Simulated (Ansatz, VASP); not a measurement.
# Lu: VASP beside Ansatz

```
CELL_PARAMETERS angstrom
3.16828 0.00000 0.00000
0.00000 3.16828 0.00000
0.00000 0.00000 3.16828
ATOMIC_POSITIONS crystal
Lu 0.00000 0.00000 0.00000
```

Alike in both runs: task single point; functional PBEsol; k mesh 11 × 11 × 11; occupations fermi-dirac, width 0.1 eV; no spin polarisation.

|  | VASP | Ansatz |
| --- | --- | --- |
| version | VASP 6.6.1 | Ansatz 0.2.0 |
| potentials or method | VASP PAW PBE potentials, release 64 (Lu), cutoff 520 eV | plane waves (420 eV) with PAW, scalar-relativistic |
| valence electrons in the cell | 25 | 25 |

Ansatz gave:

```
pressure (GPa) : -1.1
```

Question: Which values does VASP return?

Answer: Pressure (GPa): -1.0.

VASP's potentials were made for PBE, not for PBEsol, and Ansatz warns of the same on its side.

Spin-orbit coupling is off throughout.
